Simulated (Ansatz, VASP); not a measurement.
**One calculation of AlCo, two programs**

Contents of INCAR:

```
SYSTEM = AlCo
ALGO = Fast ; EDIFF = 1E-6
ENCUT = 520 ; GGA = PE
ISIF = 2 ; ISMEAR = 0
LASPH = .True. ; LCHARG = .False.
LREAL = .False. ; LWAVE = .False.
NBANDS = 13 ; NELM = 60
PREC = Accurate ; SIGMA = 0.1
```

File KPOINTS:

```
k-points
0
Gamma
  14 14 14
  0 0 0
```

The input POSCAR:

```
AlCo
1.0
    2.8230933387      0.0000000000      0.0000000000
    0.0000000000      2.8230933387      0.0000000000
    0.0000000000      0.0000000000      2.8230933387
Al Co
1 1
Direct
    0.0000000000      0.0000000000      0.0000000000
    0.5000000000      0.5000000000      0.5000000000
```

Input for Ansatz:

```yaml
crystal:
  lattice:
    - [2.8230933387, 0.0, 0.0]
    - [0.0, 2.8230933387, 0.0]
    - [0.0, 0.0, 2.8230933387]
  atoms:
    - { symbol: Al, position: [0.0, 0.0, 0.0] }
    - { symbol: Co, position: [0.5, 0.5, 0.5] }
basis:
  ecutwfc: 420
kpoints:
  mp_grid: { grid: [14, 14, 14] }
hamiltonian:
  xc: pbe
scf:
  occupations: { method: gaussian, width: 0.1 }
output:
  forces: true
  stress: true
  eigenvalues: true
```

Alike in both runs: task single point; functional PBE; k mesh 14 × 14 × 14; occupations gaussian, width 0.1 eV; no spin polarisation.

```csv
,VASP,Ansatz
version,VASP 6.6.1,Ansatz 0.2.0
potentials or method,"VASP PAW PBE potentials, release 64 (Al, Co), cutoff 520 eV","scalar-relativistic, plane waves, PAW"
valence electrons in the cell,12,20
```

VASP gave:

```
gap on the k mesh at the Fermi level (eV) : none
pressure (GPa)                            : 5.5
```

Which values does Ansatz return?

gap on the k mesh at the Fermi level (eV): none; pressure (GPa): 5.8.

A gap of «none» marks a metal or a gap that the smearing closes. VASP's potentials hold 12 valence electrons a cell and Ansatz's 20, so a difference there can come from the potentials and not from the codes.
